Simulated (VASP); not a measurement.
Here is a VASP 6.6.1 calculation.

INCAR

```
SYSTEM = TiB5
PREC     = Accurate       ! precision mode
ENCUT    = 520            ! plane-wave cutoff, eV
EDIFF    = 1E-7           ! SCF threshold, eV
ISMEAR   = 0              ! smearing method
SIGMA    = 0.1            ! smearing width, eV
LREAL    = .False.        ! projectors in reciprocal space
LASPH    = .True.         ! aspherical terms in the spheres
NELM     = 60             ! most SCF steps
ALGO     = Normal         ! electronic algorithm
ISIF     = 2              ! what is computed and relaxed
LWAVE    = .False.        ! write WAVECAR
LCHARG   = .False.        ! write CHGCAR
GGA      = PE             ! functional
NBANDS   = 22             ! bands
```

Contents of KPOINTS:

```
Automatic mesh
0
Gamma
  12 12 12
  0 0 0
```

POSCAR

```
TiB5
1.0
    0.0000000000      2.8167214429      2.8167214429
    2.8167214429      0.0000000000      2.8167214429
    2.8167214429      2.8167214429      0.0000000000
Ti B
1 5
Direct
    0.0000000000      0.0000000000      0.0000000000
    0.7500000000      0.7500000000      0.7500000000
    0.3807322042      0.3807322042      0.8578033873
    0.3807322042      0.8578033873      0.3807322042
    0.3807322042      0.3807322042      0.3807322042
    0.8578033873      0.3807322042      0.3807322042
```

Potentials or basis: VASP PAW PBE potentials, release 64 (Ti_sv, B).

Launch:

```bash
$ cat potpaw_PBE.64/Ti_sv/POTCAR potpaw_PBE.64/B/POTCAR > POTCAR
$ mpirun -np 1 vasp_std > vasp.out
```

Predict the pressure.

0.0 GPa.
